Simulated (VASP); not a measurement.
# SrO (R-3m) in VASP: single point with HSE06

Aim: the single point of SrO with HSE06.

All numbers are computed with VASP 6.6.1; they aren't measurements. Logs are shortened: lines on timing, memory, paths and dates and some standing lists are left out, and cuts for length are marked.

## Step 1: The cell of the first run

It takes space group R-3m (No. 166, trigonal). The conventional cell has a = 3.649 Å, b = 3.649 Å, c = 9.168 Å, α = 90.00°, β = 90.00°, γ = 120.00°. Sr (site symmetry -3m) has 6 O at 2.60 Å within 3.4 Å. Within 3.4 Å of O (site symmetry -3m) lie 6 Sr at 2.60 Å.

## Step 2: Single point, HSE06 (strain along [111] +2.6%)

POSCAR

```
SrO
1.0
    0.0445461413      2.6244384936      2.6244384936
    2.6244384936      0.0445461413      2.6244384936
    2.6244384936      2.6244384936      0.0445461413
Sr O
1 1
Direct
    0.0000000000      0.0000000000      0.0000000000
    0.5000000000      0.5000000000      0.5000000000
```

INCAR.step1

```
SYSTEM = SrO
PREC = Accurate ; ENCUT = 520
EDIFF = 1E-5 ; ISMEAR = 0
SIGMA = 0.01 ; LREAL = .False.
LASPH = .True. ; NELM = 100
ALGO = Normal ; ISIF = 2
LWAVE = .True. ; LCHARG = .False.
NBANDS = 15 ; GGA = PE
```

INCAR.step2

```
SYSTEM = SrO
PREC = Accurate ; ENCUT = 520
EDIFF = 1E-6 ; ISMEAR = 0
SIGMA = 0.01 ; LREAL = .False.
LASPH = .True. ; NELM = 100
ALGO = Normal ; ISIF = 2
LWAVE = .False. ; LCHARG = .False.
GGA = PE ; LHFCALC = .True.
HFSCREEN = 0.2079 ; PRECFOCK = Normal
NBANDS = 15 ; ISTART = 1
```

KPOINTS

```
Automatic mesh
0
Gamma
  6 6 6
  0 0 0
```

Potentials or basis: VASP PAW PBE potentials, release 64 (Sr_sv, O).

On the command line:

```sh
> cat potpaw_PBE.64/Sr_sv/POTCAR potpaw_PBE.64/O/POTCAR > POTCAR
> cp INCAR.step1 INCAR
> mpirun -np 1 vasp_std > vasp.out
> cp INCAR.step2 INCAR
> mpirun -np 1 vasp_std > vasp.out
```

OUTCAR:

```text
SYSTEM = SrO
   PREC = Accurate
   ENCUT = 520
   EDIFF = 1E-6
   ISMEAR = 0
   LREAL = .False.
   LASPH = .True.
   NELM = 100
   ISIF = 2
   GGA = PE
   LHFCALC = .True.
   HFSCREEN = 0.2079
   PRECFOCK = Normal
   ISTART = 1

 ion  position               nearest neighbor table
   1  0.000  0.000  0.000-   2 2.60   2 2.60   2 2.60   2 2.60   2 2.60   2 2.60
   2  0.500  0.500  0.500-   1 2.60   1 2.60   1 2.60   1 2.60   1 2.60   1 2.60

  LATTYP: Found a trigonal (rhomboedric) cell.
 ALAT       =     3.7117838262
 COS(alpha) =     0.5168991293

  Lattice vectors:

 A1 = (   0.0445461413,   2.6244384936,   2.6244384936)
 A2 = (   2.6244384936,   0.0445461413,   2.6244384936)
 A3 = (   2.6244384936,   2.6244384936,   0.0445461413)

Analysis of symmetry for initial positions (statically):
=====================================================================
 Subroutine PRICEL returns:
 Original cell was already a primitive cell.

 Routine SETGRP: Setting up the symmetry group for a
 trigonal (rhombohedral) supercell.

 Subroutine GETGRP returns: Found 12 space group operations
 (whereof 12 operations were pure point group operations)
 out of a pool of 12 trial point group operations.

The static configuration has the point symmetry D_3d.

Analysis of symmetry for dynamics (positions and initial velocities):
=====================================================================
 Subroutine PRICEL returns:
 Original cell was already a primitive cell.

 Routine SETGRP: Setting up the symmetry group for a
 trigonal (rhombohedral) supercell.

 Subroutine GETGRP returns: Found 12 space group operations
 (whereof 12 operations were pure point group operations)
 out of a pool of 12 trial point group operations.

The dynamic configuration has the point symmetry D_3d.

 Subroutine INISYM returns: Found 12 space group operations
 (whereof 12 operations are pure point group operations),
 and found     1 'primitive' translations

----------------------------------------------------------------------------------------

                                     Primitive cell

  volume of cell :      35.2322

  direct lattice vectors                    reciprocal lattice vectors
     0.044546141  2.624438494  2.624438494    -0.195437491  0.192175581  0.192175581
     2.624438494  0.044546141  2.624438494     0.192175581 -0.195437491  0.192175581
     2.624438494  2.624438494  0.044546141     0.192175581  0.192175581 -0.195437491

  length of vectors
     3.711783826  3.711783826  3.711783826     0.334751730  0.334751730  0.334751730

  position of ions in fractional coordinates (direct lattice)
     0.000000000  0.000000000  0.000000000
     0.500000000  0.500000000  0.500000000

  ion indices of the primitive-cell ions
   primitive index   ion index
                 1           1
                 2           2

----------------------------------------------------------------------------------------

 KPOINTS: Automatic mesh

Automatic generation of k-mesh.
 Grid dimensions read from file:
 generate k-points for:    6    6    6

 Generating k-lattice:

  Cartesian coordinates                     Fractional coordinates (reciprocal lattice)
    -0.032572915  0.032029264  0.032029264     0.166666667  0.000000000  0.000000000
     0.032029264 -0.032572915  0.032029264     0.000000000  0.166666667  0.000000000
     0.032029264  0.032029264 -0.032572915     0.000000000  0.000000000  0.166666667

  Length of vectors
     0.055791955  0.055791955  0.055791955

  Shift w.r.t. Gamma in fractional coordinates (k-lattice)
     0.000000000  0.000000000  0.000000000

 Subroutine IBZKPT returns following result:
 ===========================================

 Found     32 irreducible k-points:

 Following reciprocal coordinates:
            Coordinates               Weight
  0.000000  0.000000  0.000000      1.000000
  0.166667 -0.000000 -0.000000      6.000000
  0.333333  0.000000  0.000000      6.000000
  0.500000  0.000000  0.000000      3.000000
  0.166667  0.166667 -0.000000      6.000000
  0.333333  0.166667  0.000000     12.000000
[... 16 lines left out ...]
  0.500000  0.500000  0.166667      6.000000
 -0.333333  0.500000  0.166667     12.000000
 [... further k-points ...]
   k-points           NKPTS =     32   k-points in BZ     NKDIM =    216   number of bands    NBANDS=     15
   number of dos      NEDOS =    301   number of ions     NIONS =      2
   total plane-waves  NPLWV =  21952
   dimension x,y,z NGX =    28 NGY =   28 NGZ =   28
   dimension x,y,z NGXF=    56 NGYF=   56 NGZF=   56
   ions per type =               1   1
   NGX,Y,Z   is equivalent  to a cutoff of  12.54, 12.54, 12.54 a.u.
   NGXF,Y,Z  is equivalent  to a cutoff of  25.08, 25.08, 25.08 a.u.
 SYSTEM =  SrO
   PREC   = accura    normal or accurate (medium, high low for compatibility)
   ISTART =      1    job   : 0-new  1-cont  2-samecut
   ICHARG =      0    charge: 1-file 2-atom 10-const
   ISPIN  =      1    spin polarized calculation?
   LNONCOLLINEAR =      F non collinear calculations
   LSORBIT =      F    spin-orbit coupling
   LASPH  =      T    aspherical Exc in radial PAW
   ENCUT  =  520.0 eV  38.22 Ry    6.18 a.u.   6.90  6.90  6.90*2*pi/ulx,y,z
   NELM   =    100;   NELMIN=  2; NELMDL=  0     # of ELM steps
   EDIFF  = 0.1E-05   stopping-criterion for ELM
   LREAL  =      F    real-space projection
   EDIFFG = 0.1E-04   stopping-criterion for IOM
   NSW    =      0    number of steps for IOM
   IBRION =     -1    ionic relax: 0-MD 1-quasi-New 2-CG
   NFREE  =      0    steps in history (QN), initial steepest desc. (CG)
   ISIF   =      2    stress and relaxation
   ISYM   =      3    0-nonsym 1-usesym 2-fastsym
   POTIM  = 0.5000    time-step for ionic-motion
   TEBEG  =    0.0;   TEEND  =   0.0 temperature during run
   PSTRESS=    0.0 pullay stress
   NELECT =      16.0000    total number of electrons
   NUPDOWN=      -1.0000    fix difference up-down
   EMIN   =  10.00;   EMAX   =-10.00  energy-range for DOS
   EFERMI =   0.00;   METHOD = LEGACY
   ISMEAR =     0;   SIGMA  =   0.01  broadening in eV -4-tet -1-fermi 0-gaus
   EFERMI_NEDOS =   21; number of points for ismear=-14 and -15
   IALGO  =     38    algorithm
   IMIX   =      1    mixing-type and parameters
     AMIX     =   0.40;   BMIX     =  1.00
     AMIX_MAG =   1.60;   BMIX_MAG =  1.00
  volume/ion in A,a.u.               =      17.62       118.88
  Fermi-wavevector in a.u.,A,eV,Ry     =   1.258350  2.377937 21.544084  1.583446
  Thomas-Fermi vector in A             =   2.391964
   LORBIT       =      0    0 simple, 1 ext, 2 COOP (PROOUT), +10 PAW based schemes
   GGA     = PE    functional components
   LHFCALC =     T    Hartree Fock is set to
   PRECFOCK=normal    Normal, Fast or Accurate (Low or Medium for compatibility)
   ENCUT4O =  -1.0   cutoff for four orbital integrals eV
   NKREDX  =     1    reduce k-point grid by
   NKREDY  =     1    reduce k-point grid by
   NKREDZ  =     1    reduce k-point grid by
   AEXX    =    0.2500 exact exchange contribution
   HFSCREEN=    0.2079 screening length (either q_TF or 0.3 A-1)
   HFSCREENC=   0.2079 screening length for correlation (either q_TF or 0.3 A-1)
   ENCUTFOCK=  -1.0 apply spherical cutoff to Coloumb kernel
   IVDW    =     0    specifies the selected vdW correction
   LEPSILON=     F    determine dielectric tensor
   LRPA    =     F    only Hartree local field effects (RPA)
 non-spin polarized calculation
 Gauss-broadening in eV      SIGMA  =   0.01
  energy-cutoff  :      520.00
  volume of cell :       35.23
 maximum number of plane-waves:       962
  NGX = 24; NGY = 24; NGZ = 24

 number of electron      16.0000000 magnetization

 Free energy of the ion-electron system (eV)
  ---------------------------------------------------
  ext. energy  EPLUGINS =         0.00000000
  ---------------------------------------------------
  free energy    TOTEN  =       -14.17317191 eV

  energy without entropy =      -14.17317191  energy(sigma->0) =      -14.17317191

 E-fermi :   0.5473     XC(G=0):  -8.1323

 val. band max:        0.4658172664   @ k =   0.0000   0.0000   0.0000
 cond. band min:       5.1883623100   @ k =   0.5000   0.5000  -0.0000
 fundamental gap:      4.7225450436
 Fermi energy:         0.5472822792

 k-point     1 :       0.0000    0.0000    0.0000
  band No.  band energies     occupation
      1     -34.0290      2.00000
      2     -16.0727      2.00000
      3     -14.4217      2.00000
      4     -14.4096      2.00000
      5     -14.4096      2.00000
      6       0.4082      2.00000
      7       0.4658      2.00000
      8       0.4658      2.00000
      9       5.6299      0.00000
     10       8.0166      0.00000
     11       8.3199      0.00000
     12       8.3199      0.00000
     13      10.3992      0.00000
     14      10.3992      0.00000
     15      14.5331      0.00000

 k-point     2 :       0.1667   -0.0000   -0.0000
  band No.  band energies     occupation
      1     -33.9968      2.00000
      2     -16.4854      2.00000
      3     -14.4360      2.00000
      4     -14.4318      2.00000
      5     -14.0727      2.00000
      6      -0.2497      2.00000
      7       0.0811      2.00000
      8       0.1512      2.00000
      9       6.7904      0.00000
     10       8.0149      0.00000
     11       8.6009      0.00000
     12       8.8835      0.00000
     13      11.1000      0.00000
     14      11.1004      0.00000
     15      16.2672      0.00000
[... 365 lines left out ...]
      3     -15.0459      2.00000
      4     -14.6803      2.00000
      5     -14.3191      2.00000
      6      -0.3785      2.00000
      7      -0.1003      2.00000
      8       0.1004      2.00000
      9       6.0264      0.00000
     10       9.7852      0.00000
     11      11.0086      0.00000
     12      12.2635      0.00000
     13      12.7442      0.00000
     14      14.2647      0.00000
     15      15.5731      0.00000

 k-point    24 :      -0.3333    0.5000    0.1667
  band No.  band energies     occupation
      1     -33.8644      2.00000
      2     -16.4649      2.00000
      3     -15.1907      2.00000
      4     -14.9023      2.00000
      5     -14.1450      2.00000
      6      -0.4612      2.00000
      7      -0.1061      2.00000
      8       0.0721      2.00000
      9       6.5659      0.00000
     10       9.5467      0.00000
     11      10.4014      0.00000
     12      13.0634      0.00000
     13      13.2267      0.00000
     14      14.8234      0.00000
     15      15.4658      0.00000

 [... further k-points ...]

------------------------ aborting loop because EDIFF is reached ----------------------------------------

  FORCE on cell =-STRESS in cart. coord.  units (eV):
  Direction    XX          YY          ZZ          XY          YZ          ZX
  --------------------------------------------------------------------------------------
  -------------------------------------------------------------------------------------
  Total       -0.4593617     -0.4593617     -0.4593617     -0.2264407     -0.2264407     -0.2264407
  in kB      -20.8893810    -20.8893810    -20.8893810    -10.2973472    -10.2973472    -10.2973472
  external PRESSURE =     -20.8893810 kB  Pullay stress =       0.0000000 kB

 VOLUME and BASIS-vectors are now :
 -----------------------------------------------------------------------------
  energy-cutoff  :      520.00
  volume of cell :       35.23
      direct lattice vectors                 reciprocal lattice vectors
     0.044546141  2.624438494  2.624438494    -0.195437491  0.192175581  0.192175581
     2.624438494  0.044546141  2.624438494     0.192175581 -0.195437491  0.192175581
     2.624438494  2.624438494  0.044546141     0.192175581  0.192175581 -0.195437491

 POSITION                                       TOTAL-FORCE (eV/Angst)
 -----------------------------------------------------------------------------------
      0.00000      0.00000      0.00000         0.000000     -0.000000     -0.000000
      2.64671      2.64671      2.64671        -0.000000      0.000000      0.000000
 -----------------------------------------------------------------------------------
    total drift:                                0.000000      0.000000      0.000000

  FREE ENERGIE OF THE ION-ELECTRON SYSTEM (eV)
  ---------------------------------------------------
  free  energy   TOTEN  =       -14.1731719099 eV

  energy  without entropy=      -14.1731719099  energy(sigma->0) =      -14.17317191
```

Run time: 88 min. Hardware: 1 thread of Oxide Virtual Turin-like, shared host; peak memory 0.25 GiB.

Results:

```yaml
Free_energy: -14.1732 eV
Pressure: -2.1 GPa
Band_gap_on_the_k_mesh: 4.72 eV (least direct gap 4.85 eV)
```

Levels at points of the mesh, in eV from the valence-band top:
| k point | band 4 | band 5 | band 6 | band 7 | band 8 | band 9 | band 10 | band 11 | band 12 | band 13 |
| --- | --- | --- | --- | --- | --- | --- | --- | --- | --- | --- |
| (0.00, 0.00, 0.00) | -14.88 | -14.88 | -0.06 | 0.00 | 0.00 | 5.16 | 7.55 | 7.85 | 7.85 | 9.93 |
| (0.50, 0.00, 0.00) | -14.95 | -13.92 | -2.22 | -1.23 | -1.11 | 8.05 | 9.67 | 10.35 | 10.67 | 13.56 |
| (0.50, 0.50, 0.00) | -15.24 | -15.21 | -0.57 | -0.17 | -0.12 | 4.72 | 9.24 | 11.75 | 11.79 | 12.73 |
| (0.50, 0.50, 0.50) | -14.93 | -13.84 | -2.22 | -1.07 | -1.07 | 7.98 | 9.62 | 10.34 | 10.34 | 13.55 |

Caveat: the cell differs from its parent crystal (strain along [111] +2.6%); the PAW data sets were made with another functional, which shifts forces and pressure a little. A k mesh can miss the band edges.
